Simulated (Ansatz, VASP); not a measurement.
## Two plane-wave programs on Ni

```
CELL_PARAMETERS angstrom
0.00000 1.86578 1.86578
1.86578 0.00000 1.86578
1.86578 1.86578 0.00000
ATOMIC_POSITIONS crystal
Ni 0.00000 0.00000 0.00000
```

Alike in both runs: task single point; functional PBE; k mesh 8 × 8 × 8; occupations gaussian, width 0.1 eV; collinear spin.

|  | VASP | Ansatz |
| --- | --- | --- |
| version | VASP 6.6.1 | Ansatz 0.2.0 |
| potentials or method | VASP PAW PBE potentials, release 64 (Ni), cutoff 520 eV | scalar-relativistic, plane waves, PAW |
| valence electrons in the cell | 10 | 18 |

|  | VASP | Ansatz | Ansatz less VASP |
| --- | --- | --- | --- |
| gap on the k mesh at the Fermi level (eV) | none | none | - |
| pressure (GPa) | -22.1 | -22.8 | -0.70 |
| net moment per atom (μB) | 0.69 | 0.70 | +0.006 |
| size of the moment on the site where the two differ most (μB) | 0.72 | 0.74 | +0.026 |

Site moments also hang on the region over which each program counts them. A gap of «none» marks a metal or a gap that the smearing closes. The functional is the same, so the differences come from potentials, cutoffs and numerics. VASP's potentials hold 10 valence electrons a cell and Ansatz's 18, so a difference there can come from the potentials and not from the codes.

The k mesh is coarse, so the values compare programs but aren't converged.
